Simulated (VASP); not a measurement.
# Au (Fm-3m) in VASP: a series of runs

The runs below take Au through single point, with LDA.

Everything below comes from runs of VASP 6.6.1. Logs are shortened: lines on timing, memory, paths and dates and some standing lists are left out, and cuts for length are marked.

### 1 The cell of the first run

Symmetry: Fm-3m, No. 225, cubic system. Conventional cell: a = 4.048 Å, b = 4.048 Å, c = 4.048 Å, α = 90.00°, β = 90.00°, γ = 90.00°. Within 3.8 Å of Au (site symmetry m-3m) lie 12 Au at 2.86 Å.

### 2 Single point, LDA

INCAR reads:

```
SYSTEM = Au
PREC = Accurate ; ENCUT = 520
EDIFF = 1E-7 ; ISMEAR = -1
SIGMA = 0.05 ; LREAL = .False.
LASPH = .True. ; NELM = 80
ALGO = Normal ; ISIF = 2
LWAVE = .False. ; LCHARG = .False.
GGA = CA ; NBANDS = 18
```

KPOINTS reads:

```
regular mesh
0
Gamma
  13 9 13
  0 0 0
```

POSCAR reads:

```
Au
1.0
   -2.0241690384      2.0241690384      0.0000000000
    0.0000000000      0.0000000000      4.0483380768
    2.0241690384      2.0241690384      0.0000000000
Au
2
Direct
    0.0000000000      0.0000000000      0.0000000000
    0.5000000000      0.5000000000      0.5000000000
```

Potentials or basis: VASP PAW LDA potentials, release 64 (Au).

Launch:

```sh
cat potpaw_LDA.64/Au/POTCAR > POTCAR
mpirun -np 1 vasp_std > vasp.out
```

OUTCAR:

```text
SYSTEM = Au
   PREC = Accurate
   ENCUT = 520
   EDIFF = 1E-7
   ISMEAR = -1
   LREAL = .False.
   LASPH = .True.
   NELM = 80
   ISIF = 2
   GGA = CA

 ion  position               nearest neighbor table
   1  0.000  0.000  0.000-   2 2.86   2 2.86   2 2.86   2 2.86   2 2.86   2 2.86   2 2.86   2 2.86

   2  0.500  0.500  0.500-   1 2.86   1 2.86   1 2.86   1 2.86   1 2.86   1 2.86   1 2.86   1 2.86

  LATTYP: Found a simple tetragonal cell.
 ALAT       =     2.8626073066
 C/A-ratio  =     1.4142135624

  Lattice vectors:

 A1 = (   2.0241690384,  -2.0241690384,   0.0000000000)
 A2 = (   2.0241690384,   2.0241690384,   0.0000000000)
 A3 = (   0.0000000000,   0.0000000000,   4.0483380768)

Analysis of symmetry for initial positions (statically):
=====================================================================
 Subroutine PRICEL returns following result:

  LATTYP: Found a face centered cubic cell.
 ALAT       =     4.0483380768

  Lattice vectors:

 A1 = (   2.0241690384,   0.0000000000,   2.0241690384)
 A2 = (   2.0241690384,   2.0241690384,   0.0000000000)
 A3 = (   0.0000000000,   2.0241690384,   2.0241690384)

   2 primitive cells build up your supercell.

 Routine SETGRP: Setting up the symmetry group for a
 simple tetragonal supercell.

 Subroutine GETGRP returns: Found 16 space group operations
 (whereof 16 operations were pure point group operations)
 out of a pool of 16 trial point group operations.

The static configuration has the point symmetry D_4h.

Analysis of symmetry for dynamics (positions and initial velocities):
=====================================================================
 Subroutine PRICEL returns following result:

  LATTYP: Found a face centered cubic cell.
 ALAT       =     4.0483380768

  Lattice vectors:

 A1 = (   2.0241690384,   0.0000000000,   2.0241690384)
 A2 = (   2.0241690384,   2.0241690384,   0.0000000000)
 A3 = (   0.0000000000,   2.0241690384,   2.0241690384)

   2 primitive cells build up your supercell.

 Routine SETGRP: Setting up the symmetry group for a
 simple tetragonal supercell.

 Subroutine GETGRP returns: Found 16 space group operations
 (whereof 16 operations were pure point group operations)
 out of a pool of 16 trial point group operations.

The dynamic configuration has the point symmetry D_4h.

 Subroutine INISYM returns: Found 16 space group operations
 (whereof 16 operations are pure point group operations),
 and found     2 'primitive' translations

----------------------------------------------------------------------------------------

                                     Primitive cell

  volume of cell :      16.5871

  direct lattice vectors                    reciprocal lattice vectors
     2.024169038  0.000000000  2.024169038     0.247014943 -0.247014943  0.247014943
     2.024169038  2.024169038  0.000000000     0.247014943  0.247014943 -0.247014943
     0.000000000  2.024169038  2.024169038    -0.247014943  0.247014943  0.247014943

  length of vectors
     2.862607307  2.862607307  2.862607307     0.427842432  0.427842432  0.427842432

  position of ions in fractional coordinates (direct lattice)
     0.000000000  0.000000000  0.000000000

  ion indices of the primitive-cell ions
   primitive index   ion index
                 1           1

----------------------------------------------------------------------------------------

 KPOINTS: regular mesh

Automatic generation of k-mesh.
 Grid dimensions read from file:
 generate k-points for:   13    9   13

 Generating k-lattice:

  Cartesian coordinates                     Fractional coordinates (reciprocal lattice)
    -0.019001149  0.019001149  0.000000000     0.076923077  0.000000000  0.000000000
     0.000000000  0.000000000  0.027446105     0.000000000  0.111111111  0.000000000
     0.019001149  0.019001149  0.000000000     0.000000000  0.000000000  0.076923077

  Length of vectors
     0.026871683  0.027446105  0.026871683

  Shift w.r.t. Gamma in fractional coordinates (k-lattice)
     0.000000000  0.000000000  0.000000000

 Subroutine IBZKPT returns following result:
 ===========================================

 Found    140 irreducible k-points:

 Following reciprocal coordinates:
            Coordinates               Weight
  0.000000  0.000000  0.000000      1.000000
  0.076923  0.000000  0.000000      4.000000
  0.153846  0.000000  0.000000      4.000000
  0.230769  0.000000  0.000000      4.000000
  0.307692  0.000000  0.000000      4.000000
  0.384615  0.000000  0.000000      4.000000
[... 16 lines left out ...]
  0.076923  0.333333  0.000000      8.000000
  0.153846  0.333333  0.000000      8.000000
 [... further k-points ...]
   k-points           NKPTS =    140   k-points in BZ     NKDIM =    140   number of bands    NBANDS=     18
   number of dos      NEDOS =    301   number of ions     NIONS =      2
   total plane-waves  NPLWV =  17280
   dimension x,y,z NGX =    24 NGY =   30 NGZ =   24
   dimension x,y,z NGXF=    48 NGYF=   60 NGZF=   48
   ions per type =               2
   NGX,Y,Z   is equivalent  to a cutoff of  13.94, 12.32, 13.94 a.u.
   NGXF,Y,Z  is equivalent  to a cutoff of  27.88, 24.64, 27.88 a.u.
 SYSTEM =  Au
   PREC   = accura    normal or accurate (medium, high low for compatibility)
   ISTART =      0    job   : 0-new  1-cont  2-samecut
   ICHARG =      2    charge: 1-file 2-atom 10-const
   ISPIN  =      1    spin polarized calculation?
   LNONCOLLINEAR =      F non collinear calculations
   LSORBIT =      F    spin-orbit coupling
   LASPH  =      T    aspherical Exc in radial PAW
   ENCUT  =  520.0 eV  38.22 Ry    6.18 a.u.   5.32  7.53  5.32*2*pi/ulx,y,z
   NELM   =     80;   NELMIN=  2; NELMDL= -5     # of ELM steps
   EDIFF  = 0.1E-06   stopping-criterion for ELM
   LREAL  =      F    real-space projection
   EDIFFG = 0.1E-05   stopping-criterion for IOM
   NSW    =      0    number of steps for IOM
   IBRION =     -1    ionic relax: 0-MD 1-quasi-New 2-CG
   NFREE  =      0    steps in history (QN), initial steepest desc. (CG)
   ISIF   =      2    stress and relaxation
   ISYM   =      2    0-nonsym 1-usesym 2-fastsym
   POTIM  = 0.5000    time-step for ionic-motion
   TEBEG  =    0.0;   TEEND  =   0.0 temperature during run
   PSTRESS=    0.0 pullay stress
   NELECT =      22.0000    total number of electrons
   NUPDOWN=      -1.0000    fix difference up-down
   EMIN   =  10.00;   EMAX   =-10.00  energy-range for DOS
   EFERMI =   0.00;   METHOD = LEGACY
   ISMEAR =    -1;   SIGMA  =   0.05  broadening in eV -4-tet -1-fermi 0-gaus
   EFERMI_NEDOS =   21; number of points for ismear=-14 and -15
   IALGO  =     38    algorithm
   IMIX   =      4    mixing-type and parameters
     AMIX     =   0.40;   BMIX     =  1.00
     AMIX_MAG =   1.60;   BMIX_MAG =  1.00
  volume/ion in A,a.u.               =      16.59       111.94
  Fermi-wavevector in a.u.,A,eV,Ry     =   1.427630  2.697829 27.730401  2.038127
  Thomas-Fermi vector in A             =   2.547779
   LORBIT       =      0    0 simple, 1 ext, 2 COOP (PROOUT), +10 PAW based schemes
   GGA     = CA    functional components
   LHFCALC =     F    Hartree Fock is set to
   AEXX    =    0.0000 exact exchange contribution
   IVDW    =     0    specifies the selected vdW correction
   LEPSILON=     F    determine dielectric tensor
   LRPA    =     F    only Hartree local field effects (RPA)
 non-spin polarized calculation
  energy-cutoff  :      520.00
  volume of cell :       33.17
 maximum number of plane-waves:       906
 NGX is ok and might be reduce to    24
   NGX = 11   NGY = 15   NGZ = 11

 number of electron      22.0000002 magnetization

 Free energy of the ion-electron system (eV)
  ---------------------------------------------------
  ext. energy  EPLUGINS =         0.00000000
  ---------------------------------------------------
  free energy    TOTEN  =        -8.89962932 eV

  energy without entropy =       -8.89735199  energy(sigma->0) =       -8.89849065

 E-fermi :   9.7785     XC(G=0): -13.1406

 val. band max:        9.7132651106   @ k =   0.0000   0.1111   0.0000
 cond. band min:       9.8661260183   @ k =   0.3846   0.2222   0.3846
 fundamental gap:      0.1528609077
 Fermi energy:         9.7785223121

 k-point     1 :       0.0000    0.0000    0.0000
  band No.  band energies     occupation
      1      -0.4547      2.00000
      2       2.3996      2.00000
      3       2.7246      2.00000
      4       4.8868      2.00000
      5       4.8887      2.00000
      6       4.8887      2.00000
[... 10 lines left out ...]
     17      27.2976      0.00000
     18      28.3060      0.00000

 k-point     2 :       0.0769    0.0000    0.0000
  band No.  band energies     occupation
      1      -0.3133      2.00000
      2       2.4910      2.00000
      3       2.8083      2.00000
      4       4.8334      2.00000
      5       4.9336      2.00000
      6       4.9497      2.00000
[... 10 lines left out ...]
     17      27.5403      0.00000
     18      27.7649      0.00000

 k-point     3 :       0.1538    0.0000    0.0000
  band No.  band energies     occupation
      1       0.0986      2.00000
      2       2.7046      2.00000
      3       3.0906      2.00000
      4       4.6862      2.00000
      5       5.0661      2.00000
      6       5.1048      2.00000
[... 10 lines left out ...]
     17      26.0212      0.00000
     18      28.0187      0.00000

 k-point     4 :       0.2308    0.0000    0.0000
  band No.  band energies     occupation
      1       0.7424      2.00000
      2       2.9625      2.00000
      3       3.5552      2.00000
      4       4.4968      2.00000
      5       5.2377      2.00000
      6       5.2796      2.00000
[... 375 lines left out ...]
      4       4.2627      2.00000
      5       5.4866      2.00000
      6       5.4866      2.00000
[... 10 lines left out ...]
     17      26.3678      0.00000
     18      26.5232      0.00000

 k-point    23 :       0.0769    0.3333    0.0000
  band No.  band energies     occupation
      1       0.9226      2.00000
      2       2.7233      2.00000
      3       3.2649      2.00000
      4       4.2873      2.00000
      5       5.3926      2.00000
      6       5.4552      2.00000
[... 10 lines left out ...]
     17      25.8288      0.00000
     18      27.1631      0.00000

 k-point    24 :       0.1538    0.3333    0.0000
  band No.  band energies     occupation
      1       1.2303      2.00000
      2       2.8941      2.00000
      3       3.5604      2.00000
      4       4.3959      2.00000
      5       5.2639      2.00000
      6       5.3637      2.00000
[... 10 lines left out ...]
     17      25.6986      0.00000
     18      27.2079      0.00000

 [... further k-points ...]
[... 5 lines left out ...]
  --------------------------------------------------------------------------------------
  -------------------------------------------------------------------------------------
  Total        0.0257673      0.0257673      0.1007225      0.0000000      0.0000000     -0.0000000
  in kB        1.2444544      1.2444544      4.8644827      0.0000000      0.0000000     -0.0000000
  external PRESSURE =       2.4511305 kB  Pullay stress =       0.0000000 kB

 VOLUME and BASIS-vectors are now :
 -----------------------------------------------------------------------------
  energy-cutoff  :      520.00
  volume of cell :       33.17
      direct lattice vectors                 reciprocal lattice vectors
    -2.024169038  2.024169038  0.000000000    -0.247014943  0.247014943  0.000000000
     0.000000000  0.000000000  4.048338077     0.000000000  0.000000000  0.247014943
     2.024169038  2.024169038  0.000000000     0.247014943  0.247014943  0.000000000

 POSITION                                       TOTAL-FORCE (eV/Angst)
 -----------------------------------------------------------------------------------
      0.00000      0.00000      0.00000        -0.000000     -0.000000     -0.000000
      0.00000      2.02417      2.02417         0.000000      0.000000      0.000000
 -----------------------------------------------------------------------------------
    total drift:                               -0.000000     -0.000000      0.000000

  FREE ENERGIE OF THE ION-ELECTRON SYSTEM (eV)
  ---------------------------------------------------
  free  energy   TOTEN  =        -8.8996293193 eV

  energy  without entropy=       -8.8973519897  energy(sigma->0) =       -8.89849065
```

It took 36 s on 1 thread of AMD EPYC 9R45 (Zen 5), shared host; peak memory 0.15 GiB.

Results:

```yaml
Free_energy: -8.8996 eV
Pressure: 0.2 GPa
Band_gap_on_the_k_mesh: zero (bands 11 and 12 overlap by 6.64 eV)
```

Caveat: spin-orbit coupling is left out, which moves the levels of the heavy elements.

### 3 Single point, LDA

INCAR reads:

```
PREC = Accurate
ENCUT = 520
EDIFF = 1E-6
ISMEAR = -1
SIGMA = 0.05
LREAL = F
LASPH = T
NELM = 60
ALGO = Normal
ISIF = 2
LWAVE = F
LCHARG = T
LELF = T
LVHAR = T
NBANDS = 18
```

KPOINTS reads:

```
regular mesh
0
Gamma
  13 9 13
```

POSCAR is that of step 2.

Potentials or basis: VASP PAW LDA potentials, release 64 (Au).

Launch:

```sh
cat potpaw_LDA.64/Au/POTCAR > POTCAR
mpirun -np 1 vasp_std > vasp.out
```

Wall time 36 s (1 thread of AMD EPYC 9R45 (Zen 5), shared host); peak memory 0.15 GiB.

Results (log left out):

```
Free energy            : -8.8996 eV
Pressure               : 0.2 GPa
Band gap on the k mesh : zero (bands 11 and 12 overlap by 6.64 eV)
```

Levels at points of the mesh, in eV from the Fermi level:
| k point | band 7 | band 8 | band 9 | band 10 | band 11 | band 12 | band 13 | band 14 | band 15 | band 16 |
| --- | --- | --- | --- | --- | --- | --- | --- | --- | --- | --- |
| (0.00, 0.00, 0.00) | -3.28 | -3.28 | -2.05 | -1.67 | -1.67 | 0.86 | 5.94 | 9.97 | 9.97 | 14.42 |

Caveat: spin-orbit coupling is left out, which moves the levels of the heavy elements.

The gap in the log of VASP goes by the Fermi energy; the results here count the filled bands.